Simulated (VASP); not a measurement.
**Ta: single point with PBE**

Ta:

```
Ta
1.0
     4.84352    0.00000    0.00000
    -2.42176    4.19461    0.00000
     0.00000    0.00000    2.72039
Ta
3
Direct
  0.00000 0.00000 0.00000
  0.33333 0.66667 0.50000
  0.66667 0.33333 0.50000
```

| Quantity | Value |
| --- | --- |
| Program | VASP 6.6.1 |
| Task | single point |
| Functional | PBE |
| Potentials or basis | VASP PAW PBE potentials, release 64 (Ta_pv) |
| Cutoff | 520 eV |
| k mesh | 8 × 8 × 11 |
| Occupations | fermi-dirac, width 0.05 eV |
| Spin | no spin polarisation |

The pressure is 2.2 GPa.

Stress tensor (GPa, compression positive):
```
2.15 0.00 0.00
0.00 2.15 0.00
0.00 0.00 2.25
```

Levels at points of the mesh, in eV from the Fermi level:
| k point | band 14 | band 15 | band 16 | band 17 | band 18 | band 19 | band 20 | band 21 |
| --- | --- | --- | --- | --- | --- | --- | --- | --- |
| (0.00, 0.00, 0.00) | -1.43 | -1.42 | -1.42 | -0.67 | 1.02 | 1.02 | 3.29 | 3.29 |
| (0.50, 0.00, 0.00) | -1.72 | -1.54 | -0.93 | -0.65 | 0.80 | 2.14 | 3.52 | 3.57 |

Wall time 33 s on 1 thread of Intel(R) Xeon(R) 6975P-C (Granite Rapids) (shared host), peak memory 0.2 GiB.

Caveat: spin-orbit coupling is left out, which moves the levels of the heavy elements.
